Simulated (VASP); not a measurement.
GaB3As4:

```
Ga B As
1.0
     5.15745    0.00000    0.00000
     0.00000    5.15745    0.00000
     0.00000    0.00000    5.15745
Ga B As
1 3 4
Direct
  0.50000 0.50000 0.50000
  0.50000 0.00000 0.00000
  0.00000 0.00000 0.50000
  0.00000 0.50000 0.00000
  0.75000 0.25000 0.75000
  0.75000 0.75000 0.25000
  0.25000 0.25000 0.25000
  0.25000 0.75000 0.75000
```

```yaml
Program: VASP 6.6.1
Task: relaxation of cell and atoms
Functional: PBE
Potentials_or_basis: VASP PAW PBE potentials, release 64 (Ga_d, B, As)
Cutoff: 600 eV
k_mesh: 4 × 4 × 4
Occupations: gaussian, width 0.1 eV
Spin: no spin polarisation
```

At the start: pressure -2.7 GPa; volume 17.15 Å³/atom.

Q: How do energy, volume and symmetry change on relaxing?

A: Over 6 steps the energy falls by 142.3 meV/atom and the volume is 16.20 Å³/atom (-5.5 %); space group P-43m (No. 215, to 0.05 Å).

Step by step:
```
step  energy change (eV)  largest force (eV/Å)  pressure (GPa)  volume (Å³)
   1              0.0000                3.6724           -2.65       137.18
   2             -1.0793                0.7550           -1.78       131.63
   3             -1.1172                0.1068           -2.29       132.49
   4             -1.1321                0.0301            1.31       128.03
   5             -1.1384                0.0583            0.01       129.58
   6             -1.1386                0.0061           -0.01       129.62
```

Final structure:
```xyz
8
Lattice="5.0608 0.0000 0.0000 0.0000 5.0608 0.0000 0.0000 0.0000 5.0608" Properties=species:S:1:pos:R:3 pbc="T T T"
Ga    2.5304    2.5304    2.5304
B     2.5304    0.0000    0.0000
B     0.0000    0.0000    2.5304
B     0.0000    2.5304    0.0000
As    3.8782    1.1826    3.8782
As    3.8782    3.8782    1.1826
As    1.1826    1.1826    1.1826
As    1.1826    3.8782    3.8782
```
